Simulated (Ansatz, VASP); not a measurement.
**C: VASP beside Ansatz**

```
C
1.0
     2.46495   -0.36974    0.00000
    -1.55268    2.31958    0.00000
     0.00000    0.00000    6.89809
C
4
Direct
  0.00000 0.00000 0.00250
  0.00000 0.00000 0.50250
  0.33333 0.66667 0.00250
  0.66667 0.33333 0.50250
```

Change from the starting cell: engineering shear strain xy -0.3000, normal strain along z +0.0233.

Alike in both runs: task single point; functional PBE; dispersion D3(BJ); k mesh 18 × 18 × 6; occupations gaussian, width 0.15 eV; no spin polarisation.

|  | VASP | Ansatz |
| --- | --- | --- |
| version | VASP 6.6.1 | Ansatz 0.2.0 |
| potentials or method | VASP PAW PBE potentials, release 64 (C), cutoff 520 eV | scalar-relativistic, plane waves, PAW |
| valence electrons in the cell | 16 | 16 |

|  | VASP | Ansatz | Ansatz less VASP |
| --- | --- | --- | --- |
| gap on the k mesh at the Fermi level (eV) | 0.14 | 0.14 | 0.000 |
| least direct gap on the mesh (eV) | 0.14 | 0.15 | +0.007 |
| pressure (GPa) | 35.0 | 34.4 | -0.59 |
| traceless stress, the component that is largest in VASP (GPa) | 138.50 | 138.07 | -0.433 |
| rms of the force components (eV/Å) | 3.054 | 3.011 | -0.0432 |

Atom by atom the forces differ by 0.050 eV/Å (rms over components). Both programs put the cell under a high pressure, so it lies far from rest at this level.
